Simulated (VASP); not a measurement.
# Te2Mo (P6_3/mmc) in VASP: a series of runs

Te2Mo is run at these levels: PBE; tasks: single point, relaxation of cell and atoms.

All numbers are computed with VASP 6.6.1; they aren't measurements. Logs are shortened: lines on timing, memory, paths and dates and some standing lists are left out, and cuts for length are marked.

## 1. The cell of the first run

Symmetry: P6_3/mmc, No. 194, hexagonal system. Conventional cell: a = 3.557 Å, b = 3.557 Å, c = 15.332 Å, α = 90.00°, β = 90.00°, γ = 120.00°. Within 3.7 Å of Te (site symmetry 3m) lie 3 Mo at 2.74 Å and 7 Te at 3.56 to 3.62 Å. Mo (site symmetry -6m2) has 6 Te at 2.74 Å and 6 Mo at 3.56 Å within 3.6 Å.

## 2. Single point, PBE

The input, INCAR:

```
SYSTEM = Te2Mo
ALGO = Normal
EDIFF = 1E-6
ENCUT = 520
GGA = PE
ISIF = 2
ISMEAR = 0
LASPH = .TRUE.
LCHARG = .TRUE.
LELF = .TRUE.
LREAL = .FALSE.
LVHAR = .TRUE.
LWAVE = .FALSE.
NBANDS = 35
NELM = 60
PREC = Accurate
SIGMA = 0.02
```

The input, KPOINTS:

```
k-points
0
G
  12 12 2
  0 0 0
```

The input, POSCAR:

```
Te2Mo
1.0
    3.5566632826      0.0000000000      0.0000000000
   -1.7783316413      3.0801607555      0.0000000000
    0.0000000000      0.0000000000     15.3316117682
Te Mo
4 2
Direct
    0.3333333333      0.6666666667      0.6320701806
    0.6666666667      0.3333333333      0.1320701806
    0.6666666667      0.3333333333      0.3679298194
    0.3333333333      0.6666666667      0.8679298194
    0.3333333333      0.6666666667      0.2500000000
    0.6666666667      0.3333333333      0.7500000000
```

Potentials or basis: VASP PAW PBE potentials, release 64 (Te, Mo_sv).

Started as:

```bash
> cat potpaw_PBE.64/Te/POTCAR potpaw_PBE.64/Mo_sv/POTCAR > POTCAR
> mpirun -np 1 vasp_std > vasp.out
```

OUTCAR:

```text
SYSTEM = Te2Mo
   EDIFF = 1E-6
   ENCUT = 520
   GGA = PE
   ISIF = 2
   ISMEAR = 0
   LASPH = .TRUE.
   LREAL = .FALSE.
   NELM = 60
   PREC = Accurate

 ion  position               nearest neighbor table
   1  0.333  0.667  0.632-   6 2.74   6 2.74   6 2.74   4 3.62
   2  0.667  0.333  0.132-   5 2.74   5 2.74   5 2.74   3 3.62
   3  0.667  0.333  0.368-   5 2.74   5 2.74   5 2.74   2 3.62
   4  0.333  0.667  0.868-   6 2.74   6 2.74   6 2.74   1 3.62
   5  0.333  0.667  0.250-   2 2.74   3 2.74   2 2.74   3 2.74   2 2.74   3 2.74
   6  0.667  0.333  0.750-   1 2.74   4 2.74   1 2.74   4 2.74   1 2.74   4 2.74

  LATTYP: Found a hexagonal cell.
 ALAT       =     3.5566632826
 C/A-ratio  =     4.3106728273

  Lattice vectors:

 A1 = (   3.5566632826,   0.0000000000,   0.0000000000)
 A2 = (  -1.7783316413,   3.0801607555,   0.0000000000)
 A3 = (   0.0000000000,   0.0000000000,  15.3316117682)

Analysis of symmetry for initial positions (statically):
=====================================================================
 Subroutine PRICEL returns:
 Original cell was already a primitive cell.

 Routine SETGRP: Setting up the symmetry group for a
 hexagonal supercell.

 Subroutine GETGRP returns: Found 24 space group operations
 (whereof 12 operations were pure point group operations)
 out of a pool of 24 trial point group operations.

The static configuration has the point symmetry D_3d.
 The point group associated with its full space group is D_6h.

Analysis of symmetry for dynamics (positions and initial velocities):
=====================================================================
 Subroutine PRICEL returns:
 Original cell was already a primitive cell.

 Routine SETGRP: Setting up the symmetry group for a
 hexagonal supercell.

 Subroutine GETGRP returns: Found 24 space group operations
 (whereof 12 operations were pure point group operations)
 out of a pool of 24 trial point group operations.

The dynamic configuration has the point symmetry D_3d.
 The point group associated with its full space group is D_6h.

 Subroutine INISYM returns: Found 24 space group operations
 (whereof 12 operations are pure point group operations),
 and found     1 'primitive' translations

----------------------------------------------------------------------------------------

                                     Primitive cell

  volume of cell :     167.9593

  direct lattice vectors                    reciprocal lattice vectors
     3.556663283  0.000000000  0.000000000     0.281162404  0.162329190  0.000000000
    -1.778331641  3.080160756  0.000000000     0.000000000  0.324658380  0.000000000
     0.000000000  0.000000000 15.331611768     0.000000000  0.000000000  0.065224714

  length of vectors
     3.556663283  3.556663283 15.331611768     0.324658380  0.324658380  0.065224714

  position of ions in fractional coordinates (direct lattice)
     0.333333333  0.666666667  0.632070181
     0.666666667  0.333333333  0.132070181
     0.666666667  0.333333333  0.367929819
     0.333333333  0.666666667  0.867929819
     0.333333333  0.666666667  0.250000000
     0.666666667  0.333333333  0.750000000

  ion indices of the primitive-cell ions
   primitive index   ion index
                 1           1
                 2           2
                 3           3
                 4           4
                 5           5
                 6           6

----------------------------------------------------------------------------------------

 KPOINTS: k-points

Automatic generation of k-mesh.
 Grid dimensions read from file:
 generate k-points for:   12   12    2

 Generating k-lattice:

  Cartesian coordinates                     Fractional coordinates (reciprocal lattice)
     0.023430200  0.013527432  0.000000000     0.083333333  0.000000000  0.000000000
     0.000000000  0.027054865  0.000000000     0.000000000  0.083333333  0.000000000
     0.000000000  0.000000000  0.032612357     0.000000000  0.000000000  0.500000000

  Length of vectors
     0.027054865  0.027054865  0.032612357

  Shift w.r.t. Gamma in fractional coordinates (k-lattice)
     0.000000000  0.000000000  0.000000000

 Subroutine IBZKPT returns following result:
 ===========================================

 Found     38 irreducible k-points:

 Following reciprocal coordinates:
            Coordinates               Weight
  0.000000  0.000000  0.000000      1.000000
  0.083333  0.000000  0.000000      6.000000
  0.166667  0.000000  0.000000      6.000000
  0.250000  0.000000  0.000000      6.000000
  0.333333  0.000000  0.000000      6.000000
  0.416667  0.000000  0.000000      6.000000
[... 16 lines left out ...]
  0.250000  0.000000  0.500000      6.000000
  0.333333  0.000000  0.500000      6.000000
 [... further k-points ...]
   k-points           NKPTS =     38   k-points in BZ     NKDIM =     38   number of bands    NBANDS=     35
   number of dos      NEDOS =    301   number of ions     NIONS =      6
   total plane-waves  NPLWV =  94080
   dimension x,y,z NGX =    28 NGY =   28 NGZ =  120
   dimension x,y,z NGXF=    56 NGYF=   56 NGZF=  240
   ions per type =               4   2
   NGX,Y,Z   is equivalent  to a cutoff of  13.09, 13.09, 13.01 a.u.
   NGXF,Y,Z  is equivalent  to a cutoff of  26.18, 26.18, 26.02 a.u.
 SYSTEM =  Te2Mo
   PREC   = accura    normal or accurate (medium, high low for compatibility)
   ISTART =      0    job   : 0-new  1-cont  2-samecut
   ICHARG =      2    charge: 1-file 2-atom 10-const
   ISPIN  =      1    spin polarized calculation?
   LNONCOLLINEAR =      F non collinear calculations
   LSORBIT =      F    spin-orbit coupling
   LASPH  =      T    aspherical Exc in radial PAW
   ENCUT  =  520.0 eV  38.22 Ry    6.18 a.u.   6.61  6.61 28.51*2*pi/ulx,y,z
   NELM   =     60;   NELMIN=  2; NELMDL= -5     # of ELM steps
   EDIFF  = 0.1E-05   stopping-criterion for ELM
   LREAL  =      F    real-space projection
   EDIFFG = 0.1E-04   stopping-criterion for IOM
   NSW    =      0    number of steps for IOM
   IBRION =     -1    ionic relax: 0-MD 1-quasi-New 2-CG
   NFREE  =      0    steps in history (QN), initial steepest desc. (CG)
   ISIF   =      2    stress and relaxation
   ISYM   =      2    0-nonsym 1-usesym 2-fastsym
   POTIM  = 0.5000    time-step for ionic-motion
   TEBEG  =    0.0;   TEEND  =   0.0 temperature during run
   PSTRESS=    0.0 pullay stress
   NELECT =      52.0000    total number of electrons
   NUPDOWN=      -1.0000    fix difference up-down
   EMIN   =  10.00;   EMAX   =-10.00  energy-range for DOS
   EFERMI =   0.00;   METHOD = LEGACY
   ISMEAR =     0;   SIGMA  =   0.02  broadening in eV -4-tet -1-fermi 0-gaus
   EFERMI_NEDOS =   21; number of points for ismear=-14 and -15
   IALGO  =     38    algorithm
   IMIX   =      4    mixing-type and parameters
     AMIX     =   0.40;   BMIX     =  1.00
     AMIX_MAG =   1.60;   BMIX_MAG =  1.00
  volume/ion in A,a.u.               =      27.99       188.91
  Fermi-wavevector in a.u.,A,eV,Ry     =   1.107494  2.092860 16.688123  1.226542
  Thomas-Fermi vector in A             =   2.244009
   LORBIT       =      0    0 simple, 1 ext, 2 COOP (PROOUT), +10 PAW based schemes
   GGA     = PE    functional components
   LHFCALC =     F    Hartree Fock is set to
   AEXX    =    0.0000 exact exchange contribution
   IVDW    =     0    specifies the selected vdW correction
   LEPSILON=     F    determine dielectric tensor
   LRPA    =     F    only Hartree local field effects (RPA)
 non-spin polarized calculation
 Gauss-broadening in eV      SIGMA  =   0.02
  energy-cutoff  :      520.00
  volume of cell :      167.96
 maximum number of plane-waves:      4581
 NGX is ok and might be reduce to    28
   NGX = 13   NGY = 13   NGZ = 57

 number of electron      52.0000000 magnetization

 Free energy of the ion-electron system (eV)
  ---------------------------------------------------
  ext. energy  EPLUGINS =         0.00000000
  ---------------------------------------------------
  free energy    TOTEN  =       -36.07543174 eV

  energy without entropy =      -36.07543174  energy(sigma->0) =      -36.07543174

 E-fermi :   6.8916     XC(G=0):  -9.7284

 val. band max:        6.6317713588   @ k =   0.3333   0.3333   0.0000
 cond. band min:       7.6519215475   @ k =   0.2500   0.1667   0.0000
 fundamental gap:      1.0201501887
 Fermi energy:         6.8916048706

 k-point     1 :       0.0000    0.0000    0.0000
  band No.  band energies     occupation
      1     -54.0995      2.00000
      2     -54.0995      2.00000
      3     -28.2443      2.00000
      4     -28.2443      2.00000
      5     -28.1421      2.00000
      6     -28.1421      2.00000
[... 27 lines left out ...]
     34       9.9387      0.00000
     35      11.7474      0.00000

 k-point     2 :       0.0833    0.0000    0.0000
  band No.  band energies     occupation
      1     -54.0990      2.00000
      2     -54.0990      2.00000
      3     -28.2426      2.00000
      4     -28.2426      2.00000
      5     -28.1498      2.00000
      6     -28.1498      2.00000
[... 27 lines left out ...]
     34       9.7439      0.00000
     35      12.0843      0.00000

 k-point     3 :       0.1667    0.0000    0.0000
  band No.  band energies     occupation
      1     -54.0974      2.00000
      2     -54.0974      2.00000
      3     -28.2380      2.00000
      4     -28.2380      2.00000
      5     -28.1708      2.00000
      6     -28.1708      2.00000
[... 27 lines left out ...]
     34       9.9416      0.00000
     35      12.3637      0.00000
[... 723 lines left out ...]
 k-point    23 :       0.2500    0.0000    0.5000
  band No.  band energies     occupation
      1     -54.0953      2.00000
      2     -54.0953      2.00000
      3     -28.2317      2.00000
      4     -28.2317      2.00000
      5     -28.1994      2.00000
      6     -28.1994      2.00000
[... 27 lines left out ...]
     34      10.0587      0.00000
     35      12.8361      0.00000

 k-point    24 :       0.3333    0.0000    0.5000
  band No.  band energies     occupation
      1     -54.0933      2.00000
      2     -54.0933      2.00000
      3     -28.2278      2.00000
      4     -28.2278      2.00000
      5     -28.2255      2.00000
      6     -28.2255      2.00000
[... 27 lines left out ...]
     34      10.1618      0.00000
     35      12.0651      0.00000

 [... further k-points ...]

------------------------ aborting loop because EDIFF is reached ----------------------------------------

  FORCE on cell =-STRESS in cart. coord.  units (eV):
  Direction    XX          YY          ZZ          XY          YZ          ZX
  --------------------------------------------------------------------------------------
  -------------------------------------------------------------------------------------
  Total       -0.0149727     -0.0149727      0.0776601      0.0000000     -0.0000000      0.0000000
  in kB       -0.1428261     -0.1428261      0.7408064      0.0000000     -0.0000000      0.0000000
  external PRESSURE =       0.1517181 kB  Pullay stress =       0.0000000 kB

 VOLUME and BASIS-vectors are now :
 -----------------------------------------------------------------------------
  energy-cutoff  :      520.00
  volume of cell :      167.96
      direct lattice vectors                 reciprocal lattice vectors
     3.556663283  0.000000000  0.000000000     0.281162404  0.162329190  0.000000000
    -1.778331641  3.080160756  0.000000000     0.000000000  0.324658380  0.000000000
     0.000000000  0.000000000 15.331611768     0.000000000  0.000000000  0.065224714

 POSITION                                       TOTAL-FORCE (eV/Angst)
 -----------------------------------------------------------------------------------
     -0.00000      2.05344      9.69065         0.000000      0.000000     -0.013009
      1.77833      1.02672      2.02485         0.000000     -0.000000     -0.013009
      1.77833      1.02672      5.64096         0.000000     -0.000000      0.013009
     -0.00000      2.05344     13.30676         0.000000      0.000000      0.013009
     -0.00000      2.05344      3.83290        -0.000000      0.000000     -0.000000
      1.77833      1.02672     11.49871        -0.000000     -0.000000     -0.000000
 -----------------------------------------------------------------------------------
    total drift:                               -0.000000      0.000000     -0.000000

  FREE ENERGIE OF THE ION-ELECTRON SYSTEM (eV)
  ---------------------------------------------------
  free  energy   TOTEN  =       -36.0754317420 eV

  energy  without entropy=      -36.0754317420  energy(sigma->0) =      -36.07543174
```

It took 2 min on 1 thread of Intel Xeon 6975P-C (Granite Rapids), shared host; peak memory 0.41 GiB.

What came out:

```
Free energy            : -36.0754 eV
Pressure               : 0.0 GPa
Largest force          : 0.013 eV/Å
Band gap on the k mesh : 1.02 eV (least direct gap 1.03 eV)
```

Forces on the atoms (eV/Å):
```
Te   0.000  0.000 -0.013
Te   0.000  0.000 -0.013
Te   0.000  0.000  0.013
Te   0.000  0.000  0.013
Mo   0.000  0.000  0.000
Mo   0.000  0.000  0.000
```

Levels at points of the mesh, in eV from the valence-band top:
| k point | band 24 | band 25 | band 26 | band 27 | band 28 | band 29 |
| --- | --- | --- | --- | --- | --- | --- |
| (0.00, 0.00, 0.00) | -0.91 | -0.76 | -0.13 | 2.98 | 2.98 | 3.02 |
| (0.50, 0.00, 0.00) | -0.78 | -0.40 | -0.32 | 1.34 | 1.36 | 1.60 |
| (0.00, 0.00, 0.50) | -0.92 | -0.28 | -0.28 | 2.99 | 2.99 | 2.99 |
| (0.50, 0.00, 0.50) | -0.78 | -0.36 | -0.36 | 1.35 | 1.35 | 1.68 |

Caveat: spin-orbit coupling is left out, which moves the levels of the heavy elements; this functional lacks dispersion, which binds layers or chains, so the pressure and a relaxed spacing across them are unreliable. A k mesh can miss the band edges.

## 3. Single point, PBE (strain along c alone, the other axes held: +2.0 %, then relaxed in part)

The input, INCAR:

```
SYSTEM = Te2Mo
PREC = Accurate
ENCUT = 520
EDIFF = 1E-6
ISMEAR = 0
SIGMA = 0.02
LREAL = .False.
LASPH = .True.
NELM = 80
ALGO = Normal
ISIF = 2
LWAVE = .False.
LCHARG = .False.
GGA = PE
NBANDS = 35
```

The input, KPOINTS:

```
Automatic mesh
0
Gamma
  12 12 2
  0 0 0
```

The input, POSCAR:

```
Te2Mo
1.0
    3.5566632826      0.0000000000      0.0000000000
   -1.7783316413      3.0801607555      0.0000000000
    0.0000000000      0.0000000000     15.6382440035
Te Mo
4 2
Direct
    0.3333333333      0.6666666667      0.6343670018
    0.6666666667      0.3333333333      0.1343670018
    0.6666666667      0.3333333333      0.3656329982
    0.3333333333      0.6666666667      0.8656329982
    0.3333333333      0.6666666667      0.2500000000
    0.6666666667      0.3333333333      0.7500000000
```

Potentials or basis: VASP PAW PBE potentials, release 64 (Te, Mo_sv).

Started as:

```bash
> cat potpaw_PBE.64/Te/POTCAR potpaw_PBE.64/Mo_sv/POTCAR > POTCAR
> mpirun -np 1 vasp_std > vasp.out
```

Wall time 2 min (1 thread of Intel Xeon 6975P-C (Granite Rapids), shared host); peak memory 0.41 GiB.

The run converged. Its results:

| Item | Value |
| --- | --- |
| Free energy | -36.0747 eV |
| Pressure | 0.0 GPa |
| Largest force | 0.011 eV/Å |
| Band gap on the k mesh | 1.04 eV |

Forces in eV/Å, atoms in the order of the input:
```
Te   0.000  0.000 -0.011
Te   0.000  0.000 -0.011
Te   0.000  0.000  0.011
Te   0.000  0.000  0.011
Mo   0.000  0.000  0.000
Mo   0.000  0.000  0.000
```

Levels at points of the mesh, in eV from the valence-band top:
| k point | band 22 | band 23 | band 24 | band 25 | band 26 | band 27 | band 28 | band 29 | band 30 | band 31 |
| --- | --- | --- | --- | --- | --- | --- | --- | --- | --- | --- |
| (0.00, 0.00, 0.00) | -0.91 | -0.90 | -0.90 | -0.73 | -0.17 | 2.99 | 2.99 | 3.02 | 3.02 | 3.25 |
| (0.50, 0.00, 0.00) | -1.64 | -0.77 | -0.77 | -0.38 | -0.32 | 1.35 | 1.37 | 1.62 | 1.76 | 2.87 |
| (0.00, 0.00, 0.50) | -0.91 | -0.91 | -0.91 | -0.32 | -0.32 | 3.00 | 3.00 | 3.00 | 3.00 | 3.28 |
| (0.50, 0.00, 0.50) | -1.66 | -0.77 | -0.77 | -0.35 | -0.35 | 1.36 | 1.36 | 1.69 | 1.69 | 3.14 |

Caveat: the cell differs from its parent crystal (strain along c alone, the other axes held: +2.0 %, then relaxed in part); spin-orbit coupling is left out, which moves the levels of the heavy elements; this functional lacks dispersion, which binds layers or chains, so the pressure and a relaxed spacing across them are unreliable.

(Part 1 of 2 ends here.)

The gap in the log of VASP goes by the Fermi energy; the results here count the filled bands.